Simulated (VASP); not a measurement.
# PbS (P4mm) in VASP: single point with PBEsol

Aim: the single point of PbS with PBEsol.

Program: VASP 6.6.1. These are calculated values, not measurements. Logs are shortened: lines on timing, memory, paths and dates and some standing lists are left out, and cuts for length are marked.

### Step 1. The cell of the first run

Symmetry: P4mm, No. 99, tetragonal system. The conventional cell has a = 3.668 Å, b = 3.668 Å, c = 3.887 Å, α = 90.00°, β = 90.00°, γ = 90.00°. Within 3.9 Å of Pb (site symmetry 4mm) lie 8 S at 2.95 to 3.59 Å and 6 Pb at 3.67 to 3.89 Å. Within 3.9 Å of S (site symmetry 4mm) lie 8 Pb at 2.95 to 3.59 Å and 6 S at 3.67 to 3.89 Å.

### Step 2. Single point, PBEsol (strained and its atoms moved)

Input file INCAR:

```
SYSTEM = PbS
PREC = Accurate
ENCUT = 520
EDIFF = 1E-6
ISMEAR = 0
SIGMA = 0.1
LREAL = .FALSE.
LASPH = .TRUE.
NELM = 60
ALGO = Normal
ISIF = 2
LWAVE = .FALSE.
LCHARG = .FALSE.
GGA = PS
NBANDS = 17
```

Input file KPOINTS:

```
Automatic mesh
0
G
  10 10 10
  0 0 0
```

Input file POSCAR:

```
PbS
1.0
    3.8873835662      0.0000000000      0.0000000000
    0.0000000000      3.6681640262      0.0000000000
    0.0000000000      0.0000000000      3.6681640262
Pb S
1 1
Direct
   -0.0684245574      0.0000000000      0.0000000000
    0.5684245574      0.5000000000      0.5000000000
```

Potentials or basis: VASP PAW PBE potentials, release 64 (Pb_d, S).

On the command line:

```bash
$ cat potpaw_PBE.64/Pb_d/POTCAR potpaw_PBE.64/S/POTCAR > POTCAR
$ mpirun -np 1 vasp_std > vasp.out
```

OUTCAR:

```text
SYSTEM = PbS
   PREC = Accurate
   ENCUT = 520
   EDIFF = 1E-6
   ISMEAR = 0
   LREAL = .FALSE.
   LASPH = .TRUE.
   NELM = 60
   ISIF = 2
   GGA = PS

 ion  position               nearest neighbor table
   1  0.932  0.000  0.000-   2 2.95   2 2.95   2 2.95   2 2.95
   2  0.568  0.500  0.500-   1 2.95   1 2.95   1 2.95   1 2.95

  LATTYP: Found a simple tetragonal cell.
 ALAT       =     3.6681640262
 C/A-ratio  =     1.0597627419

  Lattice vectors:

 A1 = (   0.0000000000,   3.6681640262,   0.0000000000)
 A2 = (   0.0000000000,   0.0000000000,   3.6681640262)
 A3 = (   3.8873835662,   0.0000000000,   0.0000000000)

Analysis of symmetry for initial positions (statically):
=====================================================================
 Subroutine PRICEL returns:
 Original cell was already a primitive cell.

 Routine SETGRP: Setting up the symmetry group for a
 simple tetragonal supercell.

 Subroutine GETGRP returns: Found  8 space group operations
 (whereof  8 operations were pure point group operations)
 out of a pool of 16 trial point group operations.

The static configuration has the point symmetry C_4v.

Analysis of symmetry for dynamics (positions and initial velocities):
=====================================================================
 Subroutine PRICEL returns:
 Original cell was already a primitive cell.

 Routine SETGRP: Setting up the symmetry group for a
 simple tetragonal supercell.

 Subroutine GETGRP returns: Found  8 space group operations
 (whereof  8 operations were pure point group operations)
 out of a pool of 16 trial point group operations.

The dynamic configuration has the point symmetry C_4v.

 Subroutine INISYM returns: Found  8 space group operations
 (whereof  8 operations are pure point group operations),
 and found     1 'primitive' translations

----------------------------------------------------------------------------------------

                                     Primitive cell

  volume of cell :      52.3064

  direct lattice vectors                    reciprocal lattice vectors
     3.887383566  0.000000000  0.000000000     0.257242431  0.000000000  0.000000000
     0.000000000  3.668164026  0.000000000     0.000000000  0.272615944  0.000000000
     0.000000000  0.000000000  3.668164026     0.000000000  0.000000000  0.272615944

  length of vectors
     3.887383566  3.668164026  3.668164026     0.257242431  0.272615944  0.272615944

  position of ions in fractional coordinates (direct lattice)
     0.931575443  0.000000000  0.000000000
     0.568424557  0.500000000  0.500000000

  ion indices of the primitive-cell ions
   primitive index   ion index
                 1           1
                 2           2

----------------------------------------------------------------------------------------

 KPOINTS: Automatic mesh

Automatic generation of k-mesh.
 Grid dimensions read from file:
 generate k-points for:   10   10   10

 Generating k-lattice:

  Cartesian coordinates                     Fractional coordinates (reciprocal lattice)
     0.025724243  0.000000000  0.000000000     0.100000000  0.000000000  0.000000000
     0.000000000  0.027261594  0.000000000     0.000000000  0.100000000  0.000000000
     0.000000000  0.000000000  0.027261594     0.000000000  0.000000000  0.100000000

  Length of vectors
     0.025724243  0.027261594  0.027261594

  Shift w.r.t. Gamma in fractional coordinates (k-lattice)
     0.000000000  0.000000000  0.000000000

 Subroutine IBZKPT returns following result:
 ===========================================

 Found    126 irreducible k-points:

 Following reciprocal coordinates:
            Coordinates               Weight
  0.000000  0.000000  0.000000      1.000000
  0.100000  0.000000  0.000000      2.000000
  0.200000  0.000000  0.000000      2.000000
  0.300000  0.000000  0.000000      2.000000
  0.400000  0.000000  0.000000      2.000000
  0.500000  0.000000  0.000000      1.000000
[... 16 lines left out ...]
  0.400000  0.300000  0.000000      8.000000
  0.500000  0.300000  0.000000      4.000000
 [... further k-points ...]
   k-points           NKPTS =    126   k-points in BZ     NKDIM =    126   number of bands    NBANDS=     17
   number of dos      NEDOS =    301   number of ions     NIONS =      2
   total plane-waves  NPLWV =  23520
   dimension x,y,z NGX =    30 NGY =   28 NGZ =   28
   dimension x,y,z NGXF=    60 NGYF=   56 NGZF=   56
   ions per type =               1   1
   NGX,Y,Z   is equivalent  to a cutoff of  12.83, 12.69, 12.69 a.u.
   NGXF,Y,Z  is equivalent  to a cutoff of  25.66, 25.38, 25.38 a.u.
 SYSTEM =  PbS
   PREC   = accura    normal or accurate (medium, high low for compatibility)
   ISTART =      0    job   : 0-new  1-cont  2-samecut
   ICHARG =      2    charge: 1-file 2-atom 10-const
   ISPIN  =      1    spin polarized calculation?
   LNONCOLLINEAR =      F non collinear calculations
   LSORBIT =      F    spin-orbit coupling
   LASPH  =      T    aspherical Exc in radial PAW
   ENCUT  =  520.0 eV  38.22 Ry    6.18 a.u.   7.23  6.82  6.82*2*pi/ulx,y,z
   NELM   =     60;   NELMIN=  2; NELMDL= -5     # of ELM steps
   EDIFF  = 0.1E-05   stopping-criterion for ELM
   LREAL  =      F    real-space projection
   EDIFFG = 0.1E-04   stopping-criterion for IOM
   NSW    =      0    number of steps for IOM
   IBRION =     -1    ionic relax: 0-MD 1-quasi-New 2-CG
   NFREE  =      0    steps in history (QN), initial steepest desc. (CG)
   ISIF   =      2    stress and relaxation
   ISYM   =      2    0-nonsym 1-usesym 2-fastsym
   POTIM  = 0.5000    time-step for ionic-motion
   TEBEG  =    0.0;   TEEND  =   0.0 temperature during run
   PSTRESS=    0.0 pullay stress
   NELECT =      20.0000    total number of electrons
   NUPDOWN=      -1.0000    fix difference up-down
   EMIN   =  10.00;   EMAX   =-10.00  energy-range for DOS
   EFERMI =   0.00;   METHOD = LEGACY
   ISMEAR =     0;   SIGMA  =   0.10  broadening in eV -4-tet -1-fermi 0-gaus
   EFERMI_NEDOS =   21; number of points for ismear=-14 and -15
   IALGO  =     38    algorithm
   IMIX   =      4    mixing-type and parameters
     AMIX     =   0.40;   BMIX     =  1.00
     AMIX_MAG =   1.60;   BMIX_MAG =  1.00
  volume/ion in A,a.u.               =      26.15       176.49
  Fermi-wavevector in a.u.,A,eV,Ry     =   1.188228  2.245426 19.209880  1.411886
  Thomas-Fermi vector in A             =   2.324362
   LORBIT       =      0    0 simple, 1 ext, 2 COOP (PROOUT), +10 PAW based schemes
   GGA     = PS    functional components
   LHFCALC =     F    Hartree Fock is set to
   AEXX    =    0.0000 exact exchange contribution
   IVDW    =     0    specifies the selected vdW correction
   LEPSILON=     F    determine dielectric tensor
   LRPA    =     F    only Hartree local field effects (RPA)
 non-spin polarized calculation
 Gauss-broadening in eV      SIGMA  =   0.10
  energy-cutoff  :      520.00
  volume of cell :       52.31
 maximum number of plane-waves:      1440
 NGX is ok and might be reduce to    30
   NGX = 15   NGY = 13   NGZ = 13

 number of electron      19.9999997 magnetization

 Free energy of the ion-electron system (eV)
  ---------------------------------------------------
  ext. energy  EPLUGINS =         0.00000000
  ---------------------------------------------------
  free energy    TOTEN  =        -9.02925927 eV

  energy without entropy =       -9.02785872  energy(sigma->0) =       -9.02855899

 E-fermi :   5.1295     XC(G=0):  -9.9485

 val. band max:        5.0566998459   @ k =   0.3000   0.1000   0.1000
 cond. band min:       5.2255185903   @ k =   0.4000   0.5000   0.4000
 fundamental gap:      0.1688187443
 Fermi energy:         5.1294927583

 k-point     1 :       0.0000    0.0000    0.0000
  band No.  band energies     occupation
      1     -11.4935      2.00000
      2     -11.4883      2.00000
      3     -11.3300      2.00000
      4     -11.3300      2.00000
      5     -11.2923      2.00000
      6      -7.7602      2.00000
[... 9 lines left out ...]
     16      16.1397      0.00000
     17      17.1979      0.00000

 k-point     2 :       0.1000    0.0000    0.0000
  band No.  band energies     occupation
      1     -11.4930      2.00000
      2     -11.4803      2.00000
      3     -11.3330      2.00000
      4     -11.3330      2.00000
      5     -11.2921      2.00000
      6      -7.7016      2.00000
[... 9 lines left out ...]
     16      16.9150      0.00000
     17      17.2222      0.00000

 k-point     3 :       0.2000    0.0000    0.0000
  band No.  band energies     occupation
      1     -11.4917      2.00000
      2     -11.4595      2.00000
      3     -11.3406      2.00000
      4     -11.3406      2.00000
      5     -11.2914      2.00000
      6      -7.5366      2.00000
[... 9 lines left out ...]
     16      16.7115      0.00000
     17      17.3817      0.00000

 k-point     4 :       0.3000    0.0000    0.0000
  band No.  band energies     occupation
      1     -11.4901      2.00000
      2     -11.4339      2.00000
      3     -11.3500      2.00000
      4     -11.3500      2.00000
      5     -11.2906      2.00000
      6      -7.3036      2.00000
[... 9 lines left out ...]
     16      15.6140      0.00000
     17      17.7353      0.00000

 k-point     5 :       0.4000    0.0000    0.0000
  band No.  band energies     occupation
      1     -11.4887      2.00000
      2     -11.4133      2.00000
      3     -11.3575      2.00000
      4     -11.3575      2.00000
      5     -11.2899      2.00000
      6      -7.0817      2.00000
[... 9 lines left out ...]
     16      15.9727      0.00000
     17      17.9866      0.00000

 k-point     6 :       0.5000    0.0000    0.0000
  band No.  band energies     occupation
      1     -11.4882      2.00000
      2     -11.4054      2.00000
      3     -11.3603      2.00000
      4     -11.3603      2.00000
      5     -11.2896      2.00000
      6      -6.9859      2.00000
[... 9 lines left out ...]
     16      17.2761      0.00000
     17      17.9780      0.00000

 k-point     7 :       0.0000    0.1000    0.0000
  band No.  band energies     occupation
      1     -11.4891      2.00000
      2     -11.4762      2.00000
      3     -11.3371      2.00000
      4     -11.3295      2.00000
      5     -11.2981      2.00000
      6      -7.6749      2.00000
[... 9 lines left out ...]
     16      16.5610      0.00000
     17      17.0397      0.00000

 k-point     8 :       0.1000    0.1000    0.0000
  band No.  band energies     occupation
      1     -11.4856      2.00000
      2     -11.4711      2.00000
      3     -11.3403      2.00000
      4     -11.3324      2.00000
      5     -11.2979      2.00000
      6      -7.6168      2.00000
[... 9 lines left out ...]
     16      16.4565      0.00000
     17      16.8079      0.00000
[... 203 lines left out ...]
      1     -11.4820      2.00000
      2     -11.3894      2.00000
      3     -11.3754      2.00000
      4     -11.3337      2.00000
      5     -11.3243      2.00000
      6      -7.0582      2.00000
[... 9 lines left out ...]
     16      15.4569      0.00000
     17      17.3164      0.00000

 k-point    20 :       0.1000    0.3000    0.0000
  band No.  band energies     occupation
      1     -11.4765      2.00000
      2     -11.3892      2.00000
      3     -11.3774      2.00000
      4     -11.3338      2.00000
      5     -11.3265      2.00000
      6      -7.0060      2.00000
[... 9 lines left out ...]
     16      15.6569      0.00000
     17      16.6703      0.00000

 k-point    21 :       0.2000    0.3000    0.0000
  band No.  band energies     occupation
      1     -11.4637      2.00000
      2     -11.3991      2.00000
      3     -11.3701      2.00000
      4     -11.3370      2.00000
      5     -11.3293      2.00000
      6      -6.8617      2.00000
[... 9 lines left out ...]
     16      15.7263      0.00000
     17      15.8500      0.00000

 k-point    22 :       0.3000    0.3000    0.0000
  band No.  band energies     occupation
      1     -11.4515      2.00000
      2     -11.4154      2.00000
      3     -11.3534      2.00000
      4     -11.3447      2.00000
      5     -11.3289      2.00000
      6      -6.6650      2.00000
[... 9 lines left out ...]
     16      15.3105      0.00000
     17      16.0795      0.00000

 k-point    23 :       0.4000    0.3000    0.0000
  band No.  band energies     occupation
      1     -11.4441      2.00000
      2     -11.4286      2.00000
      3     -11.3515      2.00000
      4     -11.3372      2.00000
      5     -11.3281      2.00000
      6      -6.4865      2.00000
[... 9 lines left out ...]
     16      15.3945      0.00000
     17      16.9423      0.00000

 k-point    24 :       0.5000    0.3000    0.0000
  band No.  band energies     occupation
      1     -11.4419      2.00000
      2     -11.4335      2.00000
      3     -11.3542      2.00000
      4     -11.3305      2.00000
      5     -11.3277      2.00000
      6      -6.4124      2.00000
[... 9 lines left out ...]
     16      15.5547      0.00000
     17      17.0921      0.00000

 [... further k-points ...]
[... 5 lines left out ...]
  --------------------------------------------------------------------------------------
  -------------------------------------------------------------------------------------
  Total       -1.1074950     -1.1283094     -1.1283094     -0.0000000      0.0000000      0.0000000
  in kB      -33.9232512    -34.5608101    -34.5608101     -0.0000000      0.0000000      0.0000000
  external PRESSURE =     -34.3482905 kB  Pullay stress =       0.0000000 kB

 VOLUME and BASIS-vectors are now :
 -----------------------------------------------------------------------------
  energy-cutoff  :      520.00
  volume of cell :       52.31
      direct lattice vectors                 reciprocal lattice vectors
     3.887383566  0.000000000  0.000000000     0.257242431  0.000000000  0.000000000
     0.000000000  3.668164026  0.000000000     0.000000000  0.272615944  0.000000000
     0.000000000  0.000000000  3.668164026     0.000000000  0.000000000  0.272615944

 POSITION                                       TOTAL-FORCE (eV/Angst)
 -----------------------------------------------------------------------------------
      3.62139      0.00000      0.00000        -0.263736      0.000000      0.000000
      2.20968      1.83408      1.83408         0.263736      0.000000     -0.000000
 -----------------------------------------------------------------------------------
    total drift:                                0.000139      0.000000     -0.000001

  FREE ENERGIE OF THE ION-ELECTRON SYSTEM (eV)
  ---------------------------------------------------
  free  energy   TOTEN  =        -9.0292592653 eV

  energy  without entropy=       -9.0278587246  energy(sigma->0) =       -9.02855899
```

Run time: 2.4 min. Hardware: 1 thread of AMD EPYC 7R43 (Zen 3), shared host; peak memory 0.21 GiB.

What came out:

```yaml
Free_energy: -9.0293 eV
Pressure: -3.4 GPa
Largest_force: 0.264 eV/Å
Band_gap_on_the_k_mesh: zero (band 10 reaches 5.06 eV, above the bottom of band 11 at 5.01 eV)
```

Forces in eV/Å, atoms in the order of the input:
```
Pb  -0.264  0.000  0.000
S    0.264  0.000  0.000
```

Caveat: the cell differs from its parent crystal (strained and its atoms moved); the PAW data sets were made with another functional, which shifts forces and pressure a little; spin-orbit coupling is left out, which moves the levels of the heavy elements.
